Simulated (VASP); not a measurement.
A run of VASP 6.6.1 is set up as follows.

Contents of INCAR:

```
ALGO = Normal
EDIFF = 1E-7
ENCUT = 520
GGA = PE
ISIF = 2
ISMEAR = -1
LASPH = True
LCHARG = False
LREAL = False
LWAVE = False
NBANDS = 13
NELM = 80
PREC = Accurate
SIGMA = 0.15
```

The input KPOINTS:

```
k-points
0
Gamma
  13 13 13
```

Contents of POSCAR:

```
W
1.0
   -1.5536989570      1.5536989570      1.5536989570
    1.5536989570     -1.5536989570      1.5536989570
    1.5536989570      1.5536989570     -1.5536989570
W
1
Direct
    0.0000000000      0.0000000000      0.0000000000
```

Potentials or basis: VASP PAW PBE potentials, release 64 (W_sv).

Command:

```bash
$ cat potpaw_PBE.64/W_sv/POTCAR > POTCAR
$ mpirun -np 1 vasp_std > vasp.out
```

(1) Predict the pressure.

(2) Predict the band gap on the k mesh.

## Answers

(1) 26.4 GPa.

(2) zero (band 7 reaches 17.12 eV, above the bottom of band 8 at 10.93 eV).

Caveat: spin-orbit coupling is left out, which moves the levels of the heavy elements.
